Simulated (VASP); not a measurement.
Input of a VASP 6.6.1 run:

Contents of INCAR:

```
SYSTEM = Re
  AGGAC = 1.0
  AGGAX = 1.0
  ALDAC = 0.0
  ALDAX = 1.0
  ALGO = Normal
  EDIFF = 1E-6
  ENCUT = 520
  GGA = B5
  ISIF = 2
  ISMEAR = -1
  IVDW = 13
  LASPH = .TRUE.
  LCHARG = .FALSE.
  LREAL = .FALSE.
  LWAVE = .FALSE.
  NBANDS = 14
  NELM = 100
  PREC = Accurate
  SIGMA = 0.05
  VDW_A1 = 0.44488865
  VDW_A2 = 4.0933009
  VDW_S6 = 1.0
  VDW_S8 = 2.34076671
```

KPOINTS

```
k-points
0
G
  11 11 6
  0 0 0
```

File POSCAR:

```
Re
1.0
    2.7758872449      0.0000000000      0.0000000000
   -1.3879436224      2.4039888721      0.0000000000
    0.0000000000      0.0000000000      4.4729190744
Re
2
Direct
    0.6666666667      0.3333333333      0.7500000000
    0.3333333333      0.6666666667      0.2500000000
```

Potentials or basis: VASP PAW PBE potentials, release 64 (Re).

Command:

```bash
$ cat potpaw_PBE.64/Re/POTCAR > POTCAR
$ mpirun -np 1 vasp_std > vasp.out
```

Question: Estimate the dispersion energy per atom.

Answer: -1.321 eV.

Question: Predict the band gap on the k mesh.

Answer: Zero (band 7 reaches 9.87 eV, above the bottom of band 8 at 6.59 eV).

Stress tensor (GPa, compression positive):
```
2.27 0.00 0.00
0.00 2.27 0.00
0.00 0.00 2.15
```

Caveat: the PAW data sets were made with another functional, which shifts forces and pressure a little; spin-orbit coupling is left out, which moves the levels of the heavy elements; pairwise dispersion overbinds metals, which lowers pressure and volume.
